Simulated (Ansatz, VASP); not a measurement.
# Two plane-wave programs on AlRu

```xyz
2
Lattice="3.0041 0.0000 0.0000 0.0000 3.0041 0.0000 0.0000 0.0000 3.0942" Properties=species:S:1:pos:R:3 pbc="T T T"
Al    0.0000    0.0000    0.0000
Ru    1.5020    1.5020    1.5471
```

Change from the starting cell: strain +0.000 along x and y, +0.030 along z, atoms carried along.

Alike in both runs: task single point; functional PBE; k mesh 20 × 20 × 20; occupations gaussian, width 0.15 eV; no spin polarisation.

|  | VASP | Ansatz |
| --- | --- | --- |
| version | VASP 6.6.1 | Ansatz 0.2.0 |
| potentials or method | VASP PAW PBE potentials, release 64 (Al, Ru_pv), cutoff 520 eV | scalar-relativistic, plane waves, PAW |
| valence electrons in the cell | 17 | 19 |

Ansatz gave:

```
gap on the k mesh at the Fermi level (eV)                     : none
pressure (GPa)                                                : -5.6
traceless stress, the component that is largest in VASP (GPa) : -2.95
```

Problem. Estimate VASP's values.

Solution. gap on the k mesh at the Fermi level (eV): none; pressure (GPa): -5.6; traceless stress, the component that is largest in VASP (GPa): -2.97.

A gap of «none» marks a metal or a gap that the smearing closes. VASP's potentials hold 17 valence electrons a cell and Ansatz's 19, so a difference there can come from the potentials and not from the codes.
